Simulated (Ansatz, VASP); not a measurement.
## Ga in VASP and in Ansatz

File INCAR:

```
SYSTEM = Ga
PREC     = Accurate       ! precision mode
ENCUT    = 520            ! plane-wave cutoff, eV
EDIFF    = 1E-6           ! SCF threshold, eV
ISMEAR   = -1             ! smearing method
SIGMA    = 0.08           ! smearing width, eV
LREAL    = .FALSE.        ! projectors in reciprocal space
LASPH    = .TRUE.         ! aspherical terms in the spheres
NELM     = 80             ! most SCF steps
ALGO     = Normal         ! electronic algorithm
ISIF     = 2              ! what is computed and relaxed
LWAVE    = .FALSE.        ! write WAVECAR
LCHARG   = .FALSE.        ! write CHGCAR
GGA      = PE             ! functional
NBANDS   = 12             ! bands
```

Contents of KPOINTS:

```
regular mesh
0
G
  16 16 16
  0 0 0
```

POSCAR

```
Ga
1.0
   -1.3396202448      1.3396202448      1.3396202448
    1.3396202448     -1.3396202448      1.3396202448
    1.3396202448      1.3396202448     -1.3396202448
Ga
1
Direct
    0.0000000000      0.0000000000      0.0000000000
```

Input for Ansatz:

```yaml
crystal:
  lattice:
    - [-1.3396202448, 1.3396202448, 1.3396202448]
    - [1.3396202448, -1.3396202448, 1.3396202448]
    - [1.3396202448, 1.3396202448, -1.3396202448]
  atoms:
    - { symbol: Ga, position: [0.0, 0.0, 0.0] }
kpoints:
  mp_grid: { grid: [16, 16, 16] }
scf:
  occupations: { method: fermi_dirac, width: 0.08 }
hamiltonian:
  xc: pbe
  pseudopotentials: { kind: all_electron, lapw: { basis_error: 0.001 } }
output:
  forces: true
  stress: true
  eigenvalues: true
  populations: true
```

Change from the starting cell: volume scaled by 0.5, LAPW.

Alike in both runs: task single point; functional PBE; k mesh 16 × 16 × 16; occupations fermi-dirac, width 0.08 eV; no spin polarisation.

|  | VASP | Ansatz |
| --- | --- | --- |
| version | VASP 6.6.1 | Ansatz 0.2.0 |
| potentials or method | VASP PAW PBE potentials, release 64 (Ga_d), cutoff 520 eV | all-electron LAPW, scalar-relativistic |

|  | VASP | Ansatz | Ansatz less VASP |
| --- | --- | --- | --- |
| pressure (GPa) | 177.6 | 176.2 | -1.40 |

Both programs put the cell under a high pressure, so it lies far from rest at this level. Ansatz ran all-electron here, and VASP with PAW potentials.

Noted on VASP's run: the cell as given lies far from equilibrium.
